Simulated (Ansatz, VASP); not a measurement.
One calculation of K, two programs

The input INCAR:

```
ALGO     = Normal         # electronic algorithm
EDIFF    = 1E-6           # SCF threshold, eV
ENCUT    = 520            # plane-wave cutoff, eV
GGA      = PS             # functional
ISIF     = 2              # what is computed and relaxed
ISMEAR   = 0              # smearing method
LASPH    = T              # aspherical terms in the spheres
LCHARG   = F              # write CHGCAR
LREAL    = F              # projectors in reciprocal space
LWAVE    = F              # write WAVECAR
NBANDS   = 10             # bands
NELM     = 100            # most SCF steps
PREC     = Accurate       # precision mode
SIGMA    = 0.1            # smearing width, eV
```

Contents of KPOINTS:

```
k-points
0
Gamma
  12 12 12
```

Contents of POSCAR:

```
K
1.0
    0.0000000000      3.4521124792      3.4521124792
    3.4521124792      0.0000000000      3.4521124792
    3.4521124792      3.4521124792      0.0000000000
K
1
Direct
    0.0000000000      0.0000000000      0.0000000000
```

Input for Ansatz:

```yaml
crystal:
  lattice:
    - [0.0, 3.4521124792, 3.4521124792]
    - [3.4521124792, 0.0, 3.4521124792]
    - [3.4521124792, 3.4521124792, 0.0]
  atoms:
    - { symbol: K, position: [0.0, 0.0, 0.0] }
basis:
  ecutwfc: 420
kpoints:
  mp_grid: { grid: [12, 12, 12] }
hamiltonian:
  xc: pbesol
scf:
  occupations: { method: gaussian, width: 0.1 }
output:
  forces: true
  stress: true
  eigenvalues: true
```

Alike in both runs: task single point; functional PBEsol; k mesh 12 × 12 × 12; occupations gaussian, width 0.1 eV; no spin polarisation.

|  | VASP | Ansatz |
| --- | --- | --- |
| version | VASP 6.6.1 | Ansatz 0.2.0 |
| potentials or method | VASP PAW PBE potentials, release 64 (K_sv), cutoff 520 eV | scalar-relativistic, plane waves, PAW |
| valence electrons in the cell | 9 | 9 |

```tsv
	VASP	Ansatz	Ansatz less VASP
gap on the k mesh at the Fermi level (eV)	none	none	-
pressure (GPa)	-0.4	-0.4	+0.01
```

VASP's potentials were made for PBE, not for PBEsol. A gap of «none» marks a metal or a gap that the smearing closes.
